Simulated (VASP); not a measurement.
# Ir5Ru (P4/mmm) in VASP: single point with r2SCAN

Aim: the single point of Ir5Ru with r2SCAN.

Everything below comes from runs of VASP 6.6.1. Logs are shortened: lines on timing, memory, paths and dates and some standing lists are left out, and cuts for length are marked.

## Step 1: The cell of the first run

The structure is tetragonal, space group P4/mmm (No. 123). Conventional cell: a = 2.729 Å, b = 2.729 Å, c = 11.579 Å, α = 90.00°, β = 90.00°, γ = 90.00°. Ru (site symmetry 4/mmm) has 8 Ir at 2.71 Å and 4 Ru at 2.73 Å within 3.6 Å. Ir (site symmetry 4mm) has 4 Ru at 2.71 Å and 8 Ir at 2.73 to 2.75 Å within 3.6 Å. Ir (site symmetry 4mm) has 12 Ir at 2.73 to 2.75 Å within 3.6 Å. Within 3.6 Å of Ir (site symmetry 4/mmm) lie 12 Ir at 2.73 Å.

## Step 2: Single point, r2SCAN

Contents of POSCAR:

```
Ir5Ru
1.0
    2.7293350398      0.0000000000      0.0000000000
    0.0000000000      2.7293350398      0.0000000000
    0.0000000000      0.0000000000     11.5793840477
Ru Ir
1 5
Direct
    0.0000000000      0.0000000000      0.0000000000
    0.5000000000      0.5000000000      0.1637212693
    0.0000000000      0.0000000000      0.3334143179
    0.5000000000      0.5000000000      0.5000000000
    0.0000000000      0.0000000000      0.6665856821
    0.5000000000      0.5000000000      0.8362787307
```

Contents of INCAR.step1:

```
SYSTEM = Ir5Ru
  PREC = Accurate
  ENCUT = 520
  ISMEAR = 0
  SIGMA = 0.1
  LREAL = .False.
  LASPH = .True.
  NELM = 80
  NBANDS = 38
  GGA = PE
  ALGO = Normal
  EDIFF = 1E-4
  LWAVE = .True.
  LCHARG = .False.
```

Contents of INCAR.step2:

```
SYSTEM = Ir5Ru
  PREC = Accurate
  ENCUT = 520
  EDIFF = 1E-6
  ISMEAR = 0
  SIGMA = 0.1
  LREAL = .False.
  LASPH = .True.
  NELM = 80
  ALGO = Normal
  ISIF = 2
  LWAVE = .False.
  LCHARG = .True.
  METAGGA = R2SCAN
  LMIXTAU = .True.
  LELF = .True.
  LVHAR = .True.
  NBANDS = 38
  ISTART = 1
```

Contents of KPOINTS:

```
regular mesh
0
Gamma
  14 14 4
  0 0 0
```

Potentials or basis: VASP PAW PBE potentials, release 64 (Ru_pv, Ir).

Command:

```sh
$ cat potpaw_PBE.64/Ru_pv/POTCAR potpaw_PBE.64/Ir/POTCAR > POTCAR
$ cp INCAR.step1 INCAR
$ mpirun -np 1 vasp_std > vasp.out
$ cp INCAR.step2 INCAR
$ mpirun -np 1 vasp_std > vasp.out
```

OUTCAR:

```text
SYSTEM = Ir5Ru
   PREC = Accurate
   ENCUT = 520
   EDIFF = 1E-6
   ISMEAR = 0
   LREAL = .False.
   LASPH = .True.
   NELM = 80
   ISIF = 2
   METAGGA = R2SCAN
   ISTART = 1

 ion  position               nearest neighbor table
   1  0.000  0.000  0.000-   2 2.71   6 2.71   2 2.71   6 2.71   2 2.71   6 2.71   2 2.71   6 2.71

   2  0.500  0.500  0.164-   1 2.71   1 2.71   1 2.71   1 2.71   3 2.75   3 2.75   3 2.75   3 2.75

   3  0.000  0.000  0.333-   4 2.73   4 2.73   4 2.73   4 2.73   2 2.75   2 2.75   2 2.75   2 2.75

   4  0.500  0.500  0.500-   3 2.73   5 2.73   3 2.73   5 2.73   3 2.73   5 2.73   3 2.73   5 2.73

   5  0.000  0.000  0.667-   4 2.73   4 2.73   4 2.73   4 2.73   6 2.75   6 2.75   6 2.75   6 2.75

   6  0.500  0.500  0.836-   1 2.71   1 2.71   1 2.71   1 2.71   5 2.75   5 2.75   5 2.75   5 2.75

  LATTYP: Found a simple tetragonal cell.
 ALAT       =     2.7293350398
 C/A-ratio  =     4.2425660019

  Lattice vectors:

 A1 = (   2.7293350398,   0.0000000000,   0.0000000000)
 A2 = (   0.0000000000,   2.7293350398,   0.0000000000)
 A3 = (   0.0000000000,   0.0000000000,  11.5793840477)

Analysis of symmetry for initial positions (statically):
=====================================================================
 Subroutine PRICEL returns:
 Original cell was already a primitive cell.

 Routine SETGRP: Setting up the symmetry group for a
 simple tetragonal supercell.

 Subroutine GETGRP returns: Found 16 space group operations
 (whereof 16 operations were pure point group operations)
 out of a pool of 16 trial point group operations.

The static configuration has the point symmetry D_4h.

Analysis of symmetry for dynamics (positions and initial velocities):
=====================================================================
 Subroutine PRICEL returns:
 Original cell was already a primitive cell.

 Routine SETGRP: Setting up the symmetry group for a
 simple tetragonal supercell.

 Subroutine GETGRP returns: Found 16 space group operations
 (whereof 16 operations were pure point group operations)
 out of a pool of 16 trial point group operations.

The dynamic configuration has the point symmetry D_4h.

 Subroutine INISYM returns: Found 16 space group operations
 (whereof 16 operations are pure point group operations),
 and found     1 'primitive' translations

----------------------------------------------------------------------------------------

                                     Primitive cell

  volume of cell :      86.2580

  direct lattice vectors                    reciprocal lattice vectors
     2.729335040  0.000000000  0.000000000     0.366389610  0.000000000  0.000000000
     0.000000000  2.729335040  0.000000000     0.000000000  0.366389610  0.000000000
     0.000000000  0.000000000 11.579384048     0.000000000  0.000000000  0.086360379

  length of vectors
     2.729335040  2.729335040 11.579384048     0.366389610  0.366389610  0.086360379

  position of ions in fractional coordinates (direct lattice)
     0.000000000  0.000000000  0.000000000
     0.500000000  0.500000000  0.163721269
     0.000000000  0.000000000  0.333414318
     0.500000000  0.500000000  0.500000000
     0.000000000  0.000000000  0.666585682
     0.500000000  0.500000000  0.836278731

  ion indices of the primitive-cell ions
   primitive index   ion index
                 1           1
                 2           2
                 3           3
                 4           4
                 5           5
                 6           6

----------------------------------------------------------------------------------------

 KPOINTS: regular mesh

Automatic generation of k-mesh.
 Grid dimensions read from file:
 generate k-points for:   14   14    4

 Generating k-lattice:

  Cartesian coordinates                     Fractional coordinates (reciprocal lattice)
     0.026170686  0.000000000  0.000000000     0.071428571  0.000000000  0.000000000
     0.000000000  0.026170686  0.000000000     0.000000000  0.071428571  0.000000000
     0.000000000  0.000000000  0.021590095     0.000000000  0.000000000  0.250000000

  Length of vectors
     0.026170686  0.026170686  0.021590095

  Shift w.r.t. Gamma in fractional coordinates (k-lattice)
     0.000000000  0.000000000  0.000000000

 Subroutine IBZKPT returns following result:
 ===========================================

 Found    108 irreducible k-points:

 Following reciprocal coordinates:
            Coordinates               Weight
  0.000000  0.000000  0.000000      1.000000
  0.071429  0.000000  0.000000      4.000000
  0.142857  0.000000  0.000000      4.000000
  0.214286  0.000000  0.000000      4.000000
  0.285714  0.000000  0.000000      4.000000
  0.357143  0.000000  0.000000      4.000000
[... 16 lines left out ...]
  0.285714  0.214286  0.000000      8.000000
  0.357143  0.214286  0.000000      8.000000
 [... further k-points ...]
   k-points           NKPTS =    108   k-points in BZ     NKDIM =    108   number of bands    NBANDS=     38
   number of dos      NEDOS =    301   number of ions     NIONS =      6
   total plane-waves  NPLWV =  36000
   dimension x,y,z NGX =    20 NGY =   20 NGZ =   90
   dimension x,y,z NGXF=    40 NGYF=   40 NGZF=  180
   ions per type =               1   5
   NGX,Y,Z   is equivalent  to a cutoff of  12.18, 12.18, 12.92 a.u.
   NGXF,Y,Z  is equivalent  to a cutoff of  24.36, 24.36, 25.84 a.u.
 SYSTEM =  Ir5Ru
   PREC   = accura    normal or accurate (medium, high low for compatibility)
   ISTART =      1    job   : 0-new  1-cont  2-samecut
   ICHARG =      0    charge: 1-file 2-atom 10-const
   ISPIN  =      1    spin polarized calculation?
   LNONCOLLINEAR =      F non collinear calculations
   LSORBIT =      F    spin-orbit coupling
   LASPH  =      T    aspherical Exc in radial PAW
   ENCUT  =  520.0 eV  38.22 Ry    6.18 a.u.   5.07  5.07 21.53*2*pi/ulx,y,z
   NELM   =     80;   NELMIN=  2; NELMDL=  0     # of ELM steps
   EDIFF  = 0.1E-05   stopping-criterion for ELM
   LREAL  =      F    real-space projection
   EDIFFG = 0.1E-04   stopping-criterion for IOM
   NSW    =      0    number of steps for IOM
   IBRION =     -1    ionic relax: 0-MD 1-quasi-New 2-CG
   NFREE  =      0    steps in history (QN), initial steepest desc. (CG)
   ISIF   =      2    stress and relaxation
   ISYM   =      2    0-nonsym 1-usesym 2-fastsym
   POTIM  = 0.5000    time-step for ionic-motion
   TEBEG  =    0.0;   TEEND  =   0.0 temperature during run
   PSTRESS=    0.0 pullay stress
   NELECT =      59.0000    total number of electrons
   NUPDOWN=      -1.0000    fix difference up-down
   EMIN   =  10.00;   EMAX   =-10.00  energy-range for DOS
   EFERMI =   0.00;   METHOD = LEGACY
   ISMEAR =     0;   SIGMA  =   0.10  broadening in eV -4-tet -1-fermi 0-gaus
   EFERMI_NEDOS =   21; number of points for ismear=-14 and -15
   IALGO  =     38    algorithm
   IMIX   =      4    mixing-type and parameters
     AMIX     =   0.40;   BMIX     =  1.00
     AMIX_MAG =   1.60;   BMIX_MAG =  1.00
  volume/ion in A,a.u.               =      14.38        97.02
  Fermi-wavevector in a.u.,A,eV,Ry     =   1.442422  2.725783 28.308041  2.080582
  Thomas-Fermi vector in A             =   2.560944
   LORBIT       =      0    0 simple, 1 ext, 2 COOP (PROOUT), +10 PAW based schemes
   METAGGA = R2SCAN    functional components
   LHFCALC =     F    Hartree Fock is set to
   AEXX    =    0.0000 exact exchange contribution
   IVDW    =     0    specifies the selected vdW correction
   LEPSILON=     F    determine dielectric tensor
   LRPA    =     F    only Hartree local field effects (RPA)
 non-spin polarized calculation
 Gauss-broadening in eV      SIGMA  =   0.10
  energy-cutoff  :      520.00
  volume of cell :       86.26
 maximum number of plane-waves:      2358
   NGX = 11   NGY = 11   NGZ = 43

 number of electron      58.9999998 magnetization

 Free energy of the ion-electron system (eV)
  ---------------------------------------------------
  ext. energy  EPLUGINS =         0.00000000
  ---------------------------------------------------
  free energy    TOTEN  =      -287.33795348 eV

  energy without entropy =     -287.30690202  energy(sigma->0) =     -287.32242775

 E-fermi :  10.1470     XC(G=0): -15.1807

 val. band max:       10.1463600043   @ k =   0.5000   0.0714   0.5000
 cond. band min:      10.1549405921   @ k =   0.3571   0.1429   0.5000
 fundamental gap:      0.0085805878
 Fermi energy:        10.1469703520

 k-point     1 :       0.0000    0.0000    0.0000
  band No.  band energies     occupation
      1     -34.4112      2.00000
      2     -34.1144      2.00000
      3     -34.1144      2.00000
      4      -0.8211      2.00000
      5       0.6153      2.00000
      6       1.2258      2.00000
[... 30 lines left out ...]
     37      11.8208      0.00000
     38      11.8208      0.00000

 k-point     2 :       0.0714    0.0000    0.0000
  band No.  band energies     occupation
      1     -34.4084      2.00000
      2     -34.1404      2.00000
      3     -34.1123      2.00000
      4      -0.6681      2.00000
      5       0.7387      2.00000
      6       1.3493      2.00000
[... 30 lines left out ...]
     37      11.0545      0.00000
     38      11.7524      0.00000

 k-point     3 :       0.1429    0.0000    0.0000
  band No.  band energies     occupation
      1     -34.4007      2.00000
      2     -34.2128      2.00000
      3     -34.1062      2.00000
      4      -0.2261      2.00000
      5       1.0680      2.00000
      6       1.6700      2.00000
[... 30 lines left out ...]
     37      11.4936      0.00000
[... 781 lines left out ...]
 k-point    23 :       0.2857    0.2143    0.0000
  band No.  band energies     occupation
      1     -34.4089      2.00000
      2     -34.3564      2.00000
      3     -34.2852      2.00000
      4       2.2258      2.00000
      5       3.0572      2.00000
      6       3.4849      2.00000
[... 30 lines left out ...]
     37      14.5633      0.00000
     38      14.9627      0.00000

 k-point    24 :       0.3571    0.2143    0.0000
  band No.  band energies     occupation
      1     -34.5086      2.00000
      2     -34.3456      2.00000
      3     -34.2751      2.00000
      4       2.7955      2.00000
      5       3.2184      2.00000
      6       3.4776      2.00000
[... 30 lines left out ...]
     37      15.1082      0.00000
     38      15.5067      0.00000

 [... further k-points ...]

------------------------ aborting loop because EDIFF is reached ----------------------------------------

  FORCE on cell =-STRESS in cart. coord.  units (eV):
  Direction    XX          YY          ZZ          XY          YZ          ZX
  --------------------------------------------------------------------------------------
  -------------------------------------------------------------------------------------
  Total       -2.7607535     -2.7607535     -2.6802017      0.0000000      0.0000000      0.0000000
  in kB      -51.2789426    -51.2789426    -49.7827529      0.0000000      0.0000000      0.0000000
  external PRESSURE =     -50.7802127 kB  Pullay stress =       0.0000000 kB

 VOLUME and BASIS-vectors are now :
 -----------------------------------------------------------------------------
  energy-cutoff  :      520.00
  volume of cell :       86.26
      direct lattice vectors                 reciprocal lattice vectors
     2.729335040  0.000000000  0.000000000     0.366389610  0.000000000  0.000000000
     0.000000000  2.729335040  0.000000000     0.000000000  0.366389610  0.000000000
     0.000000000  0.000000000 11.579384048     0.000000000  0.000000000  0.086360379

 POSITION                                       TOTAL-FORCE (eV/Angst)
 -----------------------------------------------------------------------------------
      0.00000      0.00000      0.00000         0.000000     -0.000000      0.000000
      1.36467      1.36467      1.89579         0.000000     -0.000000     -0.016979
      0.00000      0.00000      3.86073         0.000000      0.000000      0.027992
      1.36467      1.36467      5.78969         0.000000     -0.000000      0.000000
      0.00000      0.00000      7.71865        -0.000000     -0.000000     -0.027992
      1.36467      1.36467      9.68359        -0.000000     -0.000000      0.016979
 -----------------------------------------------------------------------------------
    total drift:                               -0.000000     -0.000000      0.000000

  FREE ENERGIE OF THE ION-ELECTRON SYSTEM (eV)
  ---------------------------------------------------
  free  energy   TOTEN  =      -287.3379534791 eV

  energy  without entropy=     -287.3069020183  energy(sigma->0) =     -287.32242775
```

Wall time 26 min (1 thread of Intel Xeon 8259CL, shared host); peak memory 0.41 GiB.

Results:

| Item | Value |
| --- | --- |
| Free energy | -287.3380 eV |
| Pressure | -5.1 GPa |
| Largest force | 0.028 eV/Å |
| Band gap on the k mesh | zero (an odd number of electrons rules out a gap without spin polarisation) |

Forces on the atoms (eV/Å):
```
Ru   0.000  0.000  0.000
Ir   0.000  0.000 -0.017
Ir   0.000  0.000  0.028
Ir   0.000  0.000  0.000
Ir   0.000  0.000 -0.028
Ir   0.000  0.000  0.017
```

Caveat: the cell stands under tension; the PAW data sets were made with another functional, which shifts forces and pressure a little; spin-orbit coupling is left out, which moves the levels of the heavy elements.
